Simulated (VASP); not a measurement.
# Ge (Fd-3m) in VASP: settings compared, part 2 of 2

VASP 6.6.1. The steps go on from the part before.

## 4. Single point, pbe exchange, pbesol correlation, collinear spin (23.54 Å³/atom)

This run uses another cell than the first one, of 23.54 Å³/atom.

INCAR reads:

```
SYSTEM = Ge
PREC = Accurate
ENCUT = 500
EDIFF = 1E-6
ISMEAR = 0
SIGMA = 0.15
LREAL = .FALSE.
LASPH = .TRUE.
NELM = 200
ALGO = Normal
ISIF = 2
LWAVE = .FALSE.
LCHARG = .FALSE.
ISPIN = 2
MAGMOM = 0.5 -0.5
LORBIT = 11
GGA = LIBXC
LIBXC1 = GGA_X_PBE
LIBXC2 = GGA_C_PBE_SOL
NBANDS = 25
GGA_COMPAT = .FALSE.
```

KPOINTS reads:

```
Automatic mesh
0
G
  8 8 8
  0 0 0
```

POSCAR reads:

```
Ge
1.0
    0.0000000000      2.8661367691      2.8661367691
    2.8661367691      0.0000000000      2.8661367691
    2.8661367691      2.8661367691      0.0000000000
Ge
2
Direct
    0.7500000000      0.7500000000      0.7500000000
    0.5000000000      0.5000000000      0.5000000000
```

Potentials or basis: VASP PAW PBE potentials, release 64 (Ge_d).

Started as:

```bash
$ cat potpaw_PBE.64/Ge_d/POTCAR > POTCAR
$ mpirun -np 1 vasp_std > vasp.out
```

OUTCAR:

```text
SYSTEM = Ge
   PREC = Accurate
   ENCUT = 500
   EDIFF = 1E-6
   ISMEAR = 0
   LREAL = .FALSE.
   LASPH = .TRUE.
   NELM = 200
   ISIF = 2
   ISPIN = 2
   LORBIT = 11
   GGA = LIBXC

 ion  position               nearest neighbor table
   1  0.750  0.750  0.750-   2 2.48   2 2.48   2 2.48   2 2.48
   2  0.500  0.500  0.500-   1 2.48   1 2.48   1 2.48   1 2.48

  LATTYP: Found a face centered cubic cell.
 ALAT       =     5.7322735382

  Lattice vectors:

 A1 = (   0.0000000000,   2.8661367691,   2.8661367691)
 A2 = (   2.8661367691,   0.0000000000,   2.8661367691)
 A3 = (   2.8661367691,   2.8661367691,   0.0000000000)

Analysis of symmetry for initial positions (statically):
=====================================================================
 Subroutine PRICEL returns:
 Original cell was already a primitive cell.

 Routine SETGRP: Setting up the symmetry group for a
 face centered cubic supercell.

 Subroutine GETGRP returns: Found 48 space group operations
 (whereof 24 operations were pure point group operations)
 out of a pool of 48 trial point group operations.

The static configuration has the point symmetry T_d .
 The point group associated with its full space group is O_h .

Analysis of symmetry for dynamics (positions and initial velocities):
=====================================================================
 Subroutine PRICEL returns:
 Original cell was already a primitive cell.

 Routine SETGRP: Setting up the symmetry group for a
 face centered cubic supercell.

 Subroutine GETGRP returns: Found 48 space group operations
 (whereof 24 operations were pure point group operations)
 out of a pool of 48 trial point group operations.

The dynamic configuration has the point symmetry T_d .
 The point group associated with its full space group is O_h .

Analysis of structural, dynamic, and magnetic symmetry:
=====================================================================
 Subroutine PRICEL returns:
 Original cell was already a primitive cell.

 Routine SETGRP: Setting up the symmetry group for a
 face centered cubic supercell.

[... 152 lines left out ...]
  free energy    TOTEN  =        -8.88332844 eV

  energy without entropy =       -8.88211018  energy(sigma->0) =       -8.88271931

 E-fermi :   4.5333     XC(G=0):  -9.7487

 val. band max:        4.2557466582   @ k =   0.1250   0.0000   0.0000
 cond. band min:       4.5718889260   @ k =   0.0000   0.0000   0.0000
 fundamental gap:      0.3161422678
 Fermi energy:         4.5332635740

 spin component 1

 k-point     1 :       0.0000    0.0000    0.0000
  band No.  band energies     occupation
      1     -20.2223      1.00000
      2     -20.2223      1.00000
      3     -20.2223      1.00000
      4     -20.1886      1.00000
      5     -20.1886      1.00000
      6     -19.9986      1.00000
[... 661 lines left out ...]
     24      20.8053      0.00000
     25      22.0308      0.00000

 [... further k-points ...]

 spin component 2

 k-point     1 :       0.0000    0.0000    0.0000
  band No.  band energies     occupation
      1     -20.2223      1.00000
      2     -20.2223      1.00000
      3     -20.2223      1.00000
      4     -20.1886      1.00000
      5     -20.1886      1.00000
      6     -19.9986      1.00000
[... 661 lines left out ...]
     24      20.8053      0.00000
     25      22.0308      0.00000

 [... further k-points ...]

------------------------ aborting loop because EDIFF is reached ----------------------------------------

  FORCE on cell =-STRESS in cart. coord.  units (eV):
  Direction    XX          YY          ZZ          XY          YZ          ZX
  --------------------------------------------------------------------------------------
  -------------------------------------------------------------------------------------
  Total        0.4451953      0.4451953      0.4451953      0.0000000      0.0000000      0.0000000
  in kB       15.1474825     15.1474825     15.1474825      0.0000000      0.0000000      0.0000000
  external PRESSURE =      15.1474825 kB  Pullay stress =       0.0000000 kB

 VOLUME and BASIS-vectors are now :
 -----------------------------------------------------------------------------
  energy-cutoff  :      500.00
  volume of cell :       47.09
      direct lattice vectors                 reciprocal lattice vectors
     0.000000000  2.866136769  2.866136769    -0.174450852  0.174450852  0.174450852
     2.866136769  0.000000000  2.866136769     0.174450852 -0.174450852  0.174450852
     2.866136769  2.866136769  0.000000000     0.174450852  0.174450852 -0.174450852

 POSITION                                       TOTAL-FORCE (eV/Angst)
 -----------------------------------------------------------------------------------
      4.29921      4.29921      4.29921        -0.000000     -0.000000     -0.000000
      2.86614      2.86614      2.86614         0.000000      0.000000      0.000000
 -----------------------------------------------------------------------------------
    total drift:                                0.000000     -0.000000     -0.000000

  FREE ENERGIE OF THE ION-ELECTRON SYSTEM (eV)
  ---------------------------------------------------
  free  energy   TOTEN  =        -8.8833284419 eV

  energy  without entropy=       -8.8821101812  energy(sigma->0) =       -8.88271931

 total charge

# of ion       s       p       d       tot
------------------------------------------
    1        1.136   1.226  10.018  12.381
    2        1.136   1.226  10.018  12.381
--------------------------------------------------
tot          2.272   2.453  20.036  24.761

 magnetization (x)

# of ion       s       p       d       tot
------------------------------------------
    1       -0.000  -0.000  -0.000  -0.000
    2        0.000   0.000   0.000   0.000
--------------------------------------------------
tot          0.000   0.000   0.000   0.000
```

OSZICAR:

```text
N       E                     dE             d eps       ncg     rms          rms(c)
DAV:   1     0.198733561364E+03    0.19873E+03   -0.13369E+04  3582   0.300E+03
DAV:   2     0.218436273352E+02   -0.17689E+03   -0.16867E+03  2940   0.571E+02
DAV:   3    -0.787000998285E+01   -0.29714E+02   -0.29474E+02  3307   0.128E+02
DAV:   4    -0.887541922255E+01   -0.10054E+01   -0.10048E+01  3201   0.271E+01
DAV:   5    -0.889026541937E+01   -0.14846E-01   -0.14845E-01  3431   0.370E+00    0.530E+00
DAV:   6    -0.890007661199E+01   -0.98112E-02   -0.40381E-02  3987   0.998E+00    0.253E+00
DAV:   7    -0.889142905684E+01    0.86476E-02   -0.29919E-02  3934   0.629E+00    0.131E+00
DAV:   8    -0.888234856969E+01    0.90805E-02   -0.24403E-02  3525   0.181E+00    0.225E-01
DAV:   9    -0.888291624053E+01   -0.56767E-03   -0.19698E-03  3951   0.110E+00    0.922E-02
DAV:  10    -0.888321562884E+01   -0.29939E-03   -0.62445E-04  3787   0.559E-01    0.421E-02
DAV:  11    -0.888332890831E+01   -0.11328E-03   -0.12274E-04  3490   0.238E-01    0.103E-02
DAV:  12    -0.888332779585E+01    0.11125E-05   -0.13077E-05  4043   0.104E-01    0.455E-03
DAV:  13    -0.888332844191E+01   -0.64606E-06   -0.10488E-06  2547   0.376E-02
   1 F= -.88833284E+01 E0= -.88827193E+01  d E =-.121826E-02  mag=    -0.0000
```

Run time: 28 s. Hardware: 1 thread of Intel Xeon 6975P-C (Granite Rapids), shared host; peak memory 0.2 GiB.

Results:

```
Free energy                                           : -8.8833 eV
Pressure                                              : 1.5 GPa
Band gap on the k mesh                                : zero (filled and empty bands touch)
Net moment                                            : 0.00 μB per cell
Valence electrons inside the program's atomic spheres : Ge 12.38
```

Levels at points of the mesh, in eV from the Fermi level:
Spin up:
```
           k point  band 11  band 12  band 13  band 14  band 15  band 16  band 17  band 18
(0.00, 0.00, 0.00)   -12.45    -0.37     0.04     0.04     0.04     2.58     2.58     2.58
(0.50, 0.00, 0.00)   -10.47    -7.39    -1.30    -1.30     0.09     3.79     3.79     7.20
(0.50, 0.50, 0.00)    -8.72    -8.72    -2.89    -2.89     0.87     0.87     9.20     9.20
```
Spin down:
| k point | band 11 | band 12 | band 13 | band 14 | band 15 | band 16 | band 17 | band 18 |
| --- | --- | --- | --- | --- | --- | --- | --- | --- |
| (0.00, 0.00, 0.00) | -12.45 | -0.37 | 0.04 | 0.04 | 0.04 | 2.58 | 2.58 | 2.58 |
| (0.50, 0.00, 0.00) | -10.47 | -7.39 | -1.30 | -1.30 | 0.09 | 3.79 | 3.79 | 7.20 |
| (0.50, 0.50, 0.00) | -8.72 | -8.72 | -2.89 | -2.89 | 0.87 | 0.87 | 9.20 | 9.20 |

Caveat: semilocal functionals underestimate gaps, so a narrow gap can read as zero; the PAW data sets were made with another functional, which shifts forces and pressure a little.

## 5. Single point, pbe exchange, pbesol correlation, collinear spin (24.00 Å³/atom)

This run uses another cell than the first one, of 24.00 Å³/atom.

INCAR reads:

```
  PREC = Accurate
  ENCUT = 500
  EDIFF = 1E-6
  ISMEAR = 0
  SIGMA = 0.15
  LREAL = F
  LASPH = T
  NELM = 200
  ALGO = Normal
  ISIF = 2
  LWAVE = F
  LCHARG = T
  ISPIN = 2
  MAGMOM = 0.5 -0.5
  LORBIT = 11
  GGA = LIBXC
  LIBXC1 = GGA_X_PBE
  LIBXC2 = GGA_C_PBE_SOL
  LELF = T
  LVHAR = T
  NBANDS = 25
  GGA_COMPAT = F
```

KPOINTS reads:

```
Automatic mesh
0
Gamma
  8 8 8
```

POSCAR reads:

```
Ge
1.0
    0.0000000000      2.8843929095      2.8843929095
    2.8843929095      0.0000000000      2.8843929095
    2.8843929095      2.8843929095      0.0000000000
Ge
2
Direct
    0.7500000000      0.7500000000      0.7500000000
    0.5000000000      0.5000000000      0.5000000000
```

Started as:

```bash
$ cat potpaw_PBE.64/Ge_d/POTCAR > POTCAR
$ mpirun -np 1 vasp_std > vasp.out
```

Wall time 31 s (1 thread of Intel Xeon 6975P-C (Granite Rapids), shared host); peak memory 0.2 GiB.

The run converged. Its results:

```
Free energy                                           : -8.8892 eV
Pressure                                              : 0.3 GPa
Band gap on the k mesh                                : zero (filled and empty bands overlap)
Net moment                                            : 0.00 μB per cell
Valence electrons inside the program's atomic spheres : Ge 12.36
```

Levels at points of the mesh, in eV from the Fermi level:
Spin up:
| k point | band 11 | band 12 | band 13 | band 14 | band 15 | band 16 | band 17 | band 18 |
| --- | --- | --- | --- | --- | --- | --- | --- | --- |
| (0.00, 0.00, 0.00) | -12.28 | -0.50 | 0.07 | 0.07 | 0.07 | 2.60 | 2.60 | 2.60 |
| (0.50, 0.00, 0.00) | -10.34 | -7.28 | -1.25 | -1.25 | 0.06 | 3.80 | 3.80 | 7.21 |
| (0.50, 0.50, 0.00) | -8.63 | -8.63 | -2.80 | -2.80 | 0.92 | 0.92 | 9.07 | 9.07 |
Spin down:
| k point | band 12 | band 13 | band 14 | band 15 | band 16 | band 17 |
| --- | --- | --- | --- | --- | --- | --- |
| (0.00, 0.00, 0.00) | -0.50 | 0.07 | 0.07 | 0.07 | 2.60 | 2.60 |
| (0.50, 0.00, 0.00) | -7.28 | -1.25 | -1.25 | 0.06 | 3.80 | 3.80 |
| (0.50, 0.50, 0.00) | -8.63 | -2.80 | -2.80 | 0.92 | 0.92 | 9.07 |

Caveat: semilocal functionals underestimate gaps, so a narrow gap can read as zero; the PAW data sets were made with another functional, which shifts forces and pressure a little.

## 6. The runs side by side

| cell | gap on the mesh (eV) | pressure (GPa) | moment (μB) |
| --- | --- | --- | --- |
| a = 4.001 Å, angles 60.0°, 2 atoms | none | 4.2 | 0.00 |
| a = 4.027 Å, angles 60.0°, 2 atoms | none | 2.8 | 0.00 |
| a = 4.053 Å, angles 60.0°, 2 atoms | none | 1.5 | 0.00 |
| a = 4.079 Å, angles 60.0°, 2 atoms | none | 0.3 | 0.00 |

Alike in all rows: task single point; level pbe exchange, pbesol correlation; potentials or basis VASP PAW PBE potentials, release 64 (Ge_d); spin collinear; k mesh 8 × 8 × 8; cutoff (eV) 500; smearing gaussian 0.15 eV.

Caveats: semilocal functionals underestimate gaps, so a narrow gap can read as zero; the PAW data sets were made with another functional, which shifts forces and pressure a little; the cell stands under pressure (at least some runs).

Total energies depend on the potentials used, so only differences within one code and one set of settings carry meaning.
